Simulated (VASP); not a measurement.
Set up this calculation in VASP 6.6.1, as the native input.

| Item | Value |
| --- | --- |
| Task | single point |
| Functional | PBE |
| Potentials or basis | VASP PAW PBE potentials, release 64 (Zr_sv, Cd, F) |
| Cutoff | 520 eV |
| k mesh | 4 × 4 × 4 |
| Occupations | gaussian, width 0.1 eV |
| Spin | no spin polarisation |
| Dipole correction | no |
| Further INCAR settings | ALGO = Normal; EDIFF = 1e-06; NBANDS = 35 |

The structure of ZrCdF4 lies in POSCAR:

```
ZrCdF4
1.0
    0.0000000000      3.4366538700      3.4366538700
    3.4366538700      0.0000000000      3.4366538700
    3.4366538700      3.4366538700      0.0000000000
Zr Cd F
1 1 4
Direct
    0.0000000000      0.0000000000      0.0000000000
    0.2500000000      0.2500000000      0.2500000000
    0.1256210200      0.6247929900      0.6247929900
    0.6247929900      0.6247929900      0.1256210200
    0.6247929900      0.1256210200      0.6247929900
    0.6247929900      0.6247929900      0.6247929900
```

The cell was generated, and may not be a known phase.

The input as run:

INCAR

```
  ALGO = Normal
  EDIFF = 1E-6
  ENCUT = 520
  GGA = PE
  ISIF = 2
  ISMEAR = 0
  LASPH = T
  LCHARG = F
  LREAL = F
  LWAVE = F
  NBANDS = 35
  NELM = 80
  PREC = Accurate
  SIGMA = 0.1
```

KPOINTS

```
k-points
0
Gamma
  4 4 4
```

Potentials or basis: VASP PAW PBE potentials, release 64 (Zr_sv, Cd, F).

The run is started by

```bash
$ cat potpaw_PBE.64/Zr_sv/POTCAR potpaw_PBE.64/Cd/POTCAR potpaw_PBE.64/F/POTCAR > POTCAR
$ mpirun -np 1 vasp_std > vasp.out
```

It gave:

```json
{
  "Pressure": "-8.5 GPa",
  "Largest force": "0.213 eV/Å",
  "Band gap on the k mesh": "0.55 eV (least direct gap 0.73 eV)"
}
```

Caveat: the cell stands under tension; semilocal functionals underestimate gaps, and a narrow one can read as zero.

Run time: 13 s on 1 thread of Intel(R) Xeon(R) 6975P-C (Granite Rapids) (shared host), peak memory 0.21 GiB.
